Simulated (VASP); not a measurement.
Set up this calculation in VASP 6.6.1, as the native input.

```yaml
Task: single point
Functional: PBEsol
Potentials_or_basis: VASP PAW PBE potentials, release 64 (Ge_d)
Cutoff: 520 eV
k_mesh: 4 × 4 × 4
Occupations: gaussian, width 0.05 eV
Spin: no spin polarisation
Dipole_correction: no
Further_INCAR_settings: ALGO = Fast; EDIFF = 1e-07; NBANDS = 96
```

The structure of Ge lies in POSCAR:

```
Ge
1.0
    5.9262002496      0.0000000000      0.0000000000
    0.0000000000      5.9262002496      0.0000000000
    0.0000000000      0.0000000000      6.9662509041
Ge
12
Direct
    0.0134902266      0.0446403252      0.0452323521
    0.3757922997      0.6213881751      0.7786508409
    0.9125248825      0.9305626116      0.5222481528
    0.5750460087      0.4147864549      0.2378656450
    0.1990788973      0.4010299700      0.2996988041
    0.1225463836      0.6405083961     -0.0252886722
    0.9225067241      0.6374016143      0.7572756796
    0.8928909685      0.3547661497      0.4476721637
    0.6973435416      0.1170551429      0.9542422459
    0.6189512949      0.7966488534      0.2273523826
    0.3404763114      0.8799997592      0.4521199491
    0.3293524612      0.1612125476      0.8029304564
```

This cell differs from its parent crystal: atoms moved at random.

The input as run:

INCAR

```
ALGO = Fast
EDIFF = 1E-7
ENCUT = 520
GGA = PS
ISIF = 2
ISMEAR = 0
LASPH = True
LCHARG = False
LREAL = False
LWAVE = False
NBANDS = 96
NELM = 100
PREC = Accurate
SIGMA = 0.05
```

KPOINTS

```
k-points
0
Gamma
  4 4 4
```

Potentials or basis: VASP PAW PBE potentials, release 64 (Ge_d).

The run is started by

```sh
$ cat potpaw_PBE.64/Ge_d/POTCAR > POTCAR
$ mpirun -np 1 vasp_std > vasp.out
```

Results of the run:

```yaml
Pressure: 13.4 GPa
Largest_force: 14.266 eV/Å
Band_gap_on_the_k_mesh: zero (bands 84 and 85 overlap by 0.65 eV)
```

Caveat: the cell differs from its parent crystal (atoms moved at random); the cell stands under pressure; semilocal functionals underestimate gaps, so a narrow gap can read as zero; the PAW data sets were made with another functional, which shifts forces and pressure a little.

Run time: 23 min on 1 thread of Oxide Virtual Turin-like Processor, on a shared host, peak memory 0.66 GiB.
